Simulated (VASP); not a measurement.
A run of VASP 6.6.1 is set up as follows.

Contents of INCAR:

```
SYSTEM = PbF2
ALGO = Normal ; EDIFF = 1E-6
ENCUT = 600 ; GGA = PS
GGA_COMPAT = .FALSE. ; ISIF = 2
ISMEAR = -1 ; LASPH = .TRUE.
LCHARG = .TRUE. ; LELF = .TRUE.
LREAL = .FALSE. ; LVHAR = .TRUE.
LWAVE = .FALSE. ; NBANDS = 21
NELM = 120 ; PREC = Accurate
SIGMA = 0.1
```

Contents of KPOINTS:

```
k-points
0
G
  6 6 6
  0 0 0
```

The input POSCAR:

```
PbF2
1.0
    0.0000000000      2.9636600000      2.9636600000
    2.9636600000      0.0000000000      2.9636600000
    2.9636600000      2.9636600000      0.0000000000
Pb F
1 2
Direct
   -0.0176050000     -0.0002580000      0.0020670000
    0.7516350000      0.7437150000      0.7602180000
    0.2651850000      0.2496610000      0.2421990000
```

Potentials or basis: VASP PAW PBE potentials, release 64 (Pb_d, F).

Launch:

```sh
$ cat potpaw_PBE.64/Pb_d/POTCAR potpaw_PBE.64/F/POTCAR > POTCAR
$ mpirun -np 1 vasp_std > vasp.out
```

Problem. Predict the pressure.

Solution. -1.0 GPa.

Problem. Predict the band gap on the k mesh.

Solution. 4.26 eV (least direct gap 4.45 eV).

Stress tensor (GPa, compression positive):
```
-1.04 -0.47  0.04
-0.47 -1.00  0.41
 0.04  0.41 -0.98
```

Caveat: the PAW data sets were made with another functional, which shifts forces and pressure a little; spin-orbit coupling is left out, which moves the levels of the heavy elements. A k mesh can miss the band edges.
